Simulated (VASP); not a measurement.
# CaB12 (Im-3m) in VASP: a series of runs

The runs below take CaB12 through single point, relaxation of cell and atoms, with PBE.

Program: VASP 6.6.1. These are calculated values, not measurements. Logs are shortened: lines on timing, memory, paths and dates and some standing lists are left out, and cuts for length are marked.

## (1) The cell of the first run

It takes space group Im-3m (No. 229, cubic). The conventional cell has a = 6.053 Å, b = 6.053 Å, c = 6.053 Å, α = 90.00°, β = 90.00°, γ = 90.00°. Ca (site symmetry m-3m) has 36 B at 2.99 to 3.29 Å within 3.9 Å. B (site symmetry mm2) has 6 B at 1.76 to 1.82 Å within 2.3 Å.

The cell was generated, and may not be a known phase.

## (2) Single point, PBE

Input file INCAR:

```
  ALGO = Normal
  EDIFF = 1E-6
  ENCUT = 520
  GGA = PE
  ISIF = 2
  ISMEAR = 0
  LASPH = T
  LCHARG = F
  LREAL = F
  LWAVE = F
  NBANDS = 35
  NELM = 80
  PREC = Accurate
  SIGMA = 0.1
```

Input file KPOINTS:

```
k-points
0
Gamma
  6 6 6
```

Input file POSCAR:

```
CaB12
1.0
   -3.0265183321      3.0265183321      3.0265183321
    3.0265183321     -3.0265183321      3.0265183321
    3.0265183321      3.0265183321     -3.0265183321
Ca B
1 12
Direct
    0.0000000000      0.0000000000      0.0000000000
    0.3008122206      0.6504061103      0.6504061103
    0.0000000000      0.6504061103      0.3495938897
    0.0000000000      0.3495938897      0.6504061103
    0.6991877794      0.3495938897      0.3495938897
    0.6504061103      0.3008122206      0.6504061103
    0.3495938897      0.0000000000      0.6504061103
    0.6504061103      0.0000000000      0.3495938897
    0.3495938897      0.6991877794      0.3495938897
    0.6504061103      0.6504061103      0.3008122206
    0.6504061103      0.3495938897      0.0000000000
    0.3495938897      0.6504061103      0.0000000000
    0.3495938897      0.3495938897      0.6991877794
```

Potentials or basis: VASP PAW PBE potentials, release 64 (Ca_sv, B).

Run with:

```console
$ cat potpaw_PBE.64/Ca_sv/POTCAR potpaw_PBE.64/B/POTCAR > POTCAR
$ mpirun -np 1 vasp_std > vasp.out
```

OUTCAR:

```text
EDIFF = 1E-6
   ENCUT = 520
   GGA = PE
   ISIF = 2
   ISMEAR = 0
   LASPH = T
   LREAL = F
   NELM = 80
   PREC = Accurate

 ion  position               nearest neighbor table
   1  0.000  0.000  0.000-
   2  0.301  0.650  0.650-   9 1.76  13 1.76  12 1.76   7 1.76   3 1.82   4 1.82
   3  0.000  0.650  0.350-   7 1.76  11 1.76  10 1.76   9 1.76   2 1.82   5 1.82
   4  0.000  0.350  0.650-   8 1.76  12 1.76   6 1.76  13 1.76   2 1.82   5 1.82
   5  0.699  0.350  0.350-   6 1.76  10 1.76   8 1.76  11 1.76   3 1.82   4 1.82
   6  0.650  0.301  0.650-   5 1.76  13 1.76  11 1.76   4 1.76   7 1.82   8 1.82
   7  0.350  0.000  0.650-   3 1.76  11 1.76   2 1.76  13 1.76   6 1.82   9 1.82
   8  0.650  0.000  0.350-   4 1.76  12 1.76  10 1.76   5 1.76   6 1.82   9 1.82
   9  0.350  0.699  0.350-   2 1.76  10 1.76   3 1.76  12 1.76   7 1.82   8 1.82
  10  0.650  0.650  0.301-   5 1.76   9 1.76   8 1.76   3 1.76  11 1.82  12 1.82
  11  0.650  0.350  0.000-   3 1.76   7 1.76   6 1.76   5 1.76  10 1.82  13 1.82
  12  0.350  0.650  0.000-   4 1.76   8 1.76   2 1.76   9 1.76  10 1.82  13 1.82
  13  0.350  0.350  0.699-   2 1.76   6 1.76   4 1.76   7 1.76  11 1.82  12 1.82

  LATTYP: Found a body centered cubic cell.
 ALAT       =     6.0530366642

  Lattice vectors:

 A1 = (  -3.0265183321,   3.0265183321,   3.0265183321)
 A2 = (   3.0265183321,  -3.0265183321,   3.0265183321)
 A3 = (   3.0265183321,   3.0265183321,  -3.0265183321)

Analysis of symmetry for initial positions (statically):
=====================================================================
 Subroutine PRICEL returns:
 Original cell was already a primitive cell.

 Routine SETGRP: Setting up the symmetry group for a
 body centered cubic supercell.

 Subroutine GETGRP returns: Found 48 space group operations
 (whereof 48 operations were pure point group operations)
 out of a pool of 48 trial point group operations.

The static configuration has the point symmetry O_h .

Analysis of symmetry for dynamics (positions and initial velocities):
=====================================================================
 Subroutine PRICEL returns:
 Original cell was already a primitive cell.

 Routine SETGRP: Setting up the symmetry group for a
 body centered cubic supercell.

 Subroutine GETGRP returns: Found 48 space group operations
 (whereof 48 operations were pure point group operations)
 out of a pool of 48 trial point group operations.

The dynamic configuration has the point symmetry O_h .

 Subroutine INISYM returns: Found 48 space group operations
 (whereof 48 operations are pure point group operations),
 and found     1 'primitive' translations

----------------------------------------------------------------------------------------

                                     Primitive cell

  volume of cell :     110.8894

  direct lattice vectors                    reciprocal lattice vectors
    -3.026518332  3.026518332  3.026518332     0.000000000  0.165206335  0.165206335
     3.026518332 -3.026518332  3.026518332     0.165206335  0.000000000  0.165206335
     3.026518332  3.026518332 -3.026518332     0.165206335  0.165206335  0.000000000

  length of vectors
     5.242083521  5.242083521  5.242083521     0.233637039  0.233637039  0.233637039

  position of ions in fractional coordinates (direct lattice)
     0.000000000  0.000000000  0.000000000
     0.300812221  0.650406110  0.650406110
     0.000000000  0.650406110  0.349593890
     0.000000000  0.349593890  0.650406110
     0.699187779  0.349593890  0.349593890
     0.650406110  0.300812221  0.650406110
     0.349593890  0.000000000  0.650406110
     0.650406110  0.000000000  0.349593890
     0.349593890  0.699187779  0.349593890
     0.650406110  0.650406110  0.300812221
     0.650406110  0.349593890  0.000000000
     0.349593890  0.650406110  0.000000000
     0.349593890  0.349593890  0.699187779

  ion indices of the primitive-cell ions
   primitive index   ion index
                 1           1
                 2           2
                 3           3
                 4           4
                 5           5
                 6           6
                 7           7
                 8           8
                 9           9
                10          10
                11          11
                12          12
                13          13

----------------------------------------------------------------------------------------

 KPOINTS: k-points

Automatic generation of k-mesh.
 Grid dimensions read from file:
 generate k-points for:    6    6    6

 Generating k-lattice:

  Cartesian coordinates                     Fractional coordinates (reciprocal lattice)
     0.000000000  0.027534389  0.027534389     0.166666667  0.000000000  0.000000000
     0.027534389  0.000000000  0.027534389     0.000000000  0.166666667  0.000000000
     0.027534389  0.027534389  0.000000000     0.000000000  0.000000000  0.166666667

  Length of vectors
     0.038939506  0.038939506  0.038939506

  Shift w.r.t. Gamma in fractional coordinates (k-lattice)
     0.000000000  0.000000000  0.000000000

 Subroutine IBZKPT returns following result:
 ===========================================

 Found     16 irreducible k-points:

 Following reciprocal coordinates:
            Coordinates               Weight
  0.000000  0.000000  0.000000      1.000000
  0.166667  0.000000  0.000000     12.000000
  0.333333  0.000000  0.000000     12.000000
  0.500000  0.000000  0.000000      6.000000
  0.166667  0.166667  0.000000     24.000000
  0.333333  0.166667  0.000000     48.000000
[... 8 lines left out ...]
  0.500000  0.500000  0.333333     12.000000
  0.500000  0.500000  0.500000      1.000000
   k-points           NKPTS =     16   k-points in BZ     NKDIM =     16   number of bands    NBANDS=     35
   number of dos      NEDOS =    301   number of ions     NIONS =     13
   total plane-waves  NPLWV =  64000
   dimension x,y,z NGX =    40 NGY =   40 NGZ =   40
   dimension x,y,z NGXF=    80 NGYF=   80 NGZF=   80
   ions per type =               1  12
   NGX,Y,Z   is equivalent  to a cutoff of  12.69, 12.69, 12.69 a.u.
   NGXF,Y,Z  is equivalent  to a cutoff of  25.37, 25.37, 25.37 a.u.
 SYSTEM =  unknown system
   PREC   = accura    normal or accurate (medium, high low for compatibility)
   ISTART =      0    job   : 0-new  1-cont  2-samecut
   ICHARG =      2    charge: 1-file 2-atom 10-const
   ISPIN  =      1    spin polarized calculation?
   LNONCOLLINEAR =      F non collinear calculations
   LSORBIT =      F    spin-orbit coupling
   LASPH  =      T    aspherical Exc in radial PAW
   ENCUT  =  520.0 eV  38.22 Ry    6.18 a.u.   9.75  9.75  9.75*2*pi/ulx,y,z
   NELM   =     80;   NELMIN=  2; NELMDL= -5     # of ELM steps
   EDIFF  = 0.1E-05   stopping-criterion for ELM
   LREAL  =      F    real-space projection
   EDIFFG = 0.1E-04   stopping-criterion for IOM
   NSW    =      0    number of steps for IOM
   IBRION =     -1    ionic relax: 0-MD 1-quasi-New 2-CG
   NFREE  =      0    steps in history (QN), initial steepest desc. (CG)
   ISIF   =      2    stress and relaxation
   ISYM   =      2    0-nonsym 1-usesym 2-fastsym
   POTIM  = 0.5000    time-step for ionic-motion
   TEBEG  =    0.0;   TEEND  =   0.0 temperature during run
   PSTRESS=    0.0 pullay stress
   NELECT =      46.0000    total number of electrons
   NUPDOWN=      -1.0000    fix difference up-down
   EMIN   =  10.00;   EMAX   =-10.00  energy-range for DOS
   EFERMI =   0.00;   METHOD = LEGACY
   ISMEAR =     0;   SIGMA  =   0.10  broadening in eV -4-tet -1-fermi 0-gaus
   EFERMI_NEDOS =   21; number of points for ismear=-14 and -15
   IALGO  =     38    algorithm
   IMIX   =      4    mixing-type and parameters
     AMIX     =   0.40;   BMIX     =  1.00
     AMIX_MAG =   1.60;   BMIX_MAG =  1.00
  volume/ion in A,a.u.               =       8.53        57.56
  Fermi-wavevector in a.u.,A,eV,Ry     =   1.220949  2.307259 20.282424  1.490716
  Thomas-Fermi vector in A             =   2.356148
   LORBIT       =      0    0 simple, 1 ext, 2 COOP (PROOUT), +10 PAW based schemes
   GGA     = PE    functional components
   LHFCALC =     F    Hartree Fock is set to
   AEXX    =    0.0000 exact exchange contribution
   IVDW    =     0    specifies the selected vdW correction
   LEPSILON=     F    determine dielectric tensor
   LRPA    =     F    only Hartree local field effects (RPA)
 non-spin polarized calculation
 Gauss-broadening in eV      SIGMA  =   0.10
  energy-cutoff  :      520.00
  volume of cell :      110.89
 maximum number of plane-waves:      3043
   NGX = 19   NGY = 19   NGZ = 19

 number of electron      45.9999997 magnetization

 Free energy of the ion-electron system (eV)
  ---------------------------------------------------
  ext. energy  EPLUGINS =         0.00000000
  ---------------------------------------------------
  free energy    TOTEN  =       -75.91895252 eV

  energy without entropy =      -75.88426661  energy(sigma->0) =      -75.90160956

 E-fermi :   6.9050     XC(G=0): -11.2250

 val. band max:        6.8759818795   @ k =   0.5000   0.5000   0.1667
 cond. band min:       6.9150064066   @ k =   0.3333   0.1667   0.0000
 fundamental gap:      0.0390245271
 Fermi energy:         6.9050176102

 k-point     1 :       0.0000    0.0000    0.0000
  band No.  band energies     occupation
      1     -35.4828      2.00000
      2     -16.4858      2.00000
      3     -16.4858      2.00000
      4     -16.4858      2.00000
      5      -9.6252      2.00000
      6      -5.5948      2.00000
[... 27 lines left out ...]
     34      10.4177      0.00000
     35      10.9812      0.00000
[... 539 lines left out ...]
      5      -8.1218      2.00000
      6      -8.1218      2.00000
[... 27 lines left out ...]
     34       9.9024      0.00000
     35       9.9024      0.00000

------------------------ aborting loop because EDIFF is reached ----------------------------------------

  FORCE on cell =-STRESS in cart. coord.  units (eV):
  Direction    XX          YY          ZZ          XY          YZ          ZX
  --------------------------------------------------------------------------------------
  -------------------------------------------------------------------------------------
  Total       -0.0530124     -0.0530124     -0.0530124     -0.0000000      0.0000000     -0.0000000
  in kB       -0.7659462     -0.7659462     -0.7659462     -0.0000000      0.0000000     -0.0000000
  external PRESSURE =      -0.7659462 kB  Pullay stress =       0.0000000 kB

 VOLUME and BASIS-vectors are now :
 -----------------------------------------------------------------------------
  energy-cutoff  :      520.00
  volume of cell :      110.89
      direct lattice vectors                 reciprocal lattice vectors
    -3.026518332  3.026518332  3.026518332     0.000000000  0.165206335  0.165206335
     3.026518332 -3.026518332  3.026518332     0.165206335  0.000000000  0.165206335
     3.026518332  3.026518332 -3.026518332     0.165206335  0.165206335  0.000000000

 POSITION                                       TOTAL-FORCE (eV/Angst)
 -----------------------------------------------------------------------------------
      0.00000      0.00000      0.00000        -0.000000      0.000000     -0.000000
      3.02652      0.91041      0.91041        -0.000000     -0.001195     -0.001195
      3.02652     -0.91041      0.91041        -0.000000      0.001195     -0.001195
      3.02652      0.91041     -0.91041        -0.000000     -0.001195      0.001195
      0.00000      2.11610      2.11610         0.000000      0.001195      0.001195
      0.91041      3.02652      0.91041        -0.001195     -0.000000     -0.001195
      0.91041      3.02652     -0.91041        -0.001195      0.000000      0.001195
     -0.91041      3.02652      0.91041         0.001195      0.000000     -0.001195
      2.11610      0.00000      2.11610         0.001195      0.000000      0.001195
      0.91041      0.91041      3.02652        -0.001195     -0.001195     -0.000000
     -0.91041      0.91041      3.02652         0.001195     -0.001195     -0.000000
      0.91041     -0.91041      3.02652        -0.001195      0.001195     -0.000000
      2.11610      2.11610      0.00000         0.001195      0.001195      0.000000
 -----------------------------------------------------------------------------------
    total drift:                               -0.000000     -0.000000     -0.000000

  FREE ENERGIE OF THE ION-ELECTRON SYSTEM (eV)
  ---------------------------------------------------
  free  energy   TOTEN  =       -75.9189525212 eV

  energy  without entropy=      -75.8842666069  energy(sigma->0) =      -75.90160956
```

It took 2.2 min on 1 thread of Intel Xeon 8259CL, shared host; peak memory 0.25 GiB.

What came out:

```yaml
Free_energy: -75.9190 eV
Pressure: -0.1 GPa
Band_gap_on_the_k_mesh: zero (bands 23 and 24 overlap by 1.38 eV)
```

Levels at points of the mesh, in eV from the Fermi level:
| k point | band 20 | band 21 | band 22 | band 23 | band 24 | band 25 | band 26 | band 27 |
| --- | --- | --- | --- | --- | --- | --- | --- | --- |
| (0.00, 0.00, 0.00) | -0.07 | -0.07 | -0.07 | 0.39 | 0.39 | 0.39 | 1.25 | 1.25 |
| (0.50, 0.00, 0.00) | -2.98 | -2.95 | -2.77 | -0.75 | -0.10 | 1.02 | 2.17 | 2.69 |
| (0.50, 0.50, 0.50) | -2.02 | -2.02 | -1.98 | -1.98 | 0.25 | 0.25 | 0.25 | 1.00 |

## (3) Relaxation of cell and atoms, PBE

This run uses another cell than the first one, of 4.71 Å³/atom.

Input file INCAR:

```
SYSTEM = CaB12
ALGO     = Normal         ! electronic algorithm
EDIFF    = 1E-6           ! SCF threshold, eV
EDIFFG   = -0.04          ! ionic threshold
ENCUT    = 600            ! plane-wave cutoff, eV
GGA      = PE             ! functional
IBRION   = 2              ! ionic algorithm
ISIF     = 3              ! what is computed and relaxed
ISMEAR   = 0              ! smearing method
LASPH    = .TRUE.         ! aspherical terms in the spheres
LCHARG   = .FALSE.        ! write CHGCAR
LREAL    = .FALSE.        ! projectors in reciprocal space
LWAVE    = .FALSE.        ! write WAVECAR
NELM     = 80             ! most SCF steps
NSW      = 90             ! ionic steps
PREC     = Accurate       ! precision mode
SIGMA    = 0.1            ! smearing width, eV
```

Input file KPOINTS:

```
k-points
0
G
  6 6 6
  0 0 0
```

Input file POSCAR:

```
CaB12
1.0
   -2.4826100800      2.4826100800      2.4826100800
    2.4826100800     -2.4826100800      2.4826100800
    2.4826100800      2.4826100800     -2.4826100800
Ca B
1 12
Direct
    0.0000000000      0.0000000000      0.0000000000
    0.5570292200      0.7785146100      0.7785146100
    0.0000000000      0.7785146100      0.2214853900
    0.0000000000      0.2214853900      0.7785146100
    0.4429707800      0.2214853900      0.2214853900
    0.7785146100      0.5570292200      0.7785146100
    0.2214853900      0.0000000000      0.7785146100
    0.7785146100      0.0000000000      0.2214853900
    0.2214853900      0.4429707800      0.2214853900
    0.7785146100      0.7785146100      0.5570292200
    0.7785146100      0.2214853900      0.0000000000
    0.2214853900      0.7785146100      0.0000000000
    0.2214853900      0.2214853900      0.4429707800
```

Potentials or basis: VASP PAW PBE potentials, release 64 (Ca_sv, B).

Run with:

```console
$ cat potpaw_PBE.64/Ca_sv/POTCAR potpaw_PBE.64/B/POTCAR > POTCAR
$ mpirun -np 1 vasp_std > vasp.out
```

Run time: 11 min. Hardware: 1 thread of Intel Xeon 8259CL, shared host; peak memory 0.23 GiB.

It converged, with:

```yaml
Free_energy: -75.8956 eV
Relaxed_volume: 8.53 Å³/atom
Relaxed_cell: a = 5.242 Å, b = 5.242 Å, c = 5.242 Å, α = 109.47°, β = 109.47°, γ = 109.47°
Space_group_after_relaxing_to_0.1_Å: Im-3m (No. 229)
Energy_gained_by_relaxing: 5493.5 meV/atom
Ionic_steps: 12
Pressure_after_relaxing: 0.0 GPa
Band_gap_on_the_k_mesh: zero (bands 23 and 24 overlap by 1.38 eV)
```

Forces on the atoms (eV/Å):
```
Ca   0.000  0.000  0.000
B    0.000  0.001  0.001
B    0.000 -0.001  0.001
B    0.000  0.001 -0.001
B    0.000 -0.001 -0.001
B    0.001  0.000  0.001
B    0.001  0.000 -0.001
B   -0.001  0.000  0.001
B   -0.001  0.000 -0.001
B    0.001  0.001  0.000
B   -0.001  0.001  0.000
B    0.001 -0.001  0.000
B   -0.001 -0.001  0.000
```

The path:
| step | energy change (eV) | largest force (eV/Å) | pressure (GPa) | volume (Å³) |
| --- | --- | --- | --- | --- |
| 1 | 0.0000 | 19.7160 | 369.10 | 61.20 |
| 2 | -52.9746 | 0.4436 | -32.37 | 216.32 |
| 3 | -66.6101 | 1.1931 | -13.56 | 118.32 |
| 4 | -66.5939 | 1.2063 | -12.15 | 116.93 |
| 5 | -67.6806 | 1.1140 | 1.84 | 107.58 |
| 6 | -67.8668 | 1.0650 | 15.28 | 101.18 |
| 7 | -68.7101 | 1.2427 | 15.37 | 101.45 |
| 8 | -70.9905 | 0.1428 | 16.34 | 102.25 |
| 9 | -70.9341 | 0.5743 | 17.08 | 102.38 |
| 10 | -70.9995 | 0.0221 | 16.49 | 102.28 |
| 11 | -71.4075 | 0.0007 | -1.95 | 112.14 |
| 12 | -71.4152 | 0.0020 | 0.04 | 110.86 |

Final structure:
```
Ca B
1.0
    -3.02624    3.02624    3.02624
     3.02624   -3.02624    3.02624
     3.02624    3.02624   -3.02624
Ca B
1 12
Cartesian
  0.0000 0.0000 0.0000
  3.0262 0.9102 0.9102
  3.0262 -0.9102 0.9102
  3.0262 0.9102 -0.9102
  0.0000 2.1160 2.1160
  0.9102 3.0262 0.9102
  0.9102 3.0262 -0.9102
  -0.9102 3.0262 0.9102
  2.1160 0.0000 2.1160
  0.9102 0.9102 3.0262
  -0.9102 0.9102 3.0262
  0.9102 -0.9102 3.0262
  2.1160 2.1160 0.0000
```

Levels at points of the mesh, in eV from the Fermi level:
```
           k point  band 19  band 20  band 21  band 22  band 23  band 24  band 25  band 26  band 27  band 28
(0.00, 0.00, 0.00)    -3.64    -0.07    -0.07    -0.07     0.39     0.39     0.39     1.25     1.25     1.25
(0.50, 0.00, 0.00)    -3.63    -2.98    -2.95    -2.77    -0.75    -0.10     1.02     2.17     2.69     3.13
(0.50, 0.50, 0.50)    -2.02    -2.02    -2.02    -1.99    -1.99     0.24     0.24     0.24     1.00     2.32
```

Caveat: the volume moved by over 15 % at a fixed basis, so the end points are rough.

The gap in the log of VASP goes by the Fermi energy; the results here count the filled bands.